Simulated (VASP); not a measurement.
Here is a VASP 6.6.1 calculation.

Contents of INCAR:

```
ALGO = Normal
EDIFF = 1E-6
ENCUT = 520
GGA = PS
ISIF = 2
ISMEAR = 0
LASPH = True
LCHARG = False
LREAL = False
LWAVE = False
NBANDS = 36
NELM = 60
PREC = Accurate
SIGMA = 0.05
```

File KPOINTS:

```
k-points
0
Gamma
  9 9 1
```

POSCAR

```
AlN
1.0
    3.1136926466      0.0000000000      0.0000000000
   -1.5568463233      2.6965369316      0.0000000000
    0.0000000000      0.0000000000     28.0466650089
N Al
6 6
Direct
    0.3333333333      0.6666666667      0.2674114729
    0.6666666667      0.3333333333      0.3562529901
    0.3333333333      0.6666666667      0.4450945074
    0.6666666667      0.3333333333      0.5339360246
    0.3333333333      0.6666666667      0.6227775418
    0.6666666667      0.3333333333      0.7116190591
    0.6666666667      0.3333333333      0.2883809409
    0.3333333333      0.6666666667      0.3772224582
    0.6666666667      0.3333333333      0.4660639754
    0.3333333333      0.6666666667      0.5549054926
    0.6666666667      0.3333333333      0.6437470099
    0.3333333333      0.6666666667      0.7325885271
```

Potentials or basis: VASP PAW PBE potentials, release 64 (N, Al).

Run with:

```console
$ cat potpaw_PBE.64/N/POTCAR potpaw_PBE.64/Al/POTCAR > POTCAR
$ mpirun -np 1 vasp_std > vasp.out
```

Estimate the largest force.

1.980 eV/Å.

Estimate the band gap on the k mesh.

zero (band 24 reaches 1.54 eV, above the bottom of band 25 at 1.24 eV).

Forces on the atoms (eV/Å):
```
N    0.000  0.000  1.714
N    0.000  0.000  0.845
N    0.000  0.000  0.696
N    0.000  0.000  0.685
N    0.000  0.000  0.656
N    0.000  0.000  0.394
Al   0.000  0.000 -1.980
Al   0.000  0.000 -0.796
Al   0.000  0.000 -0.700
Al   0.000  0.000 -0.688
Al   0.000  0.000 -0.851
Al   0.000  0.000  0.024
```

Caveat: the PAW data sets were made with another functional, which shifts forces and pressure a little.
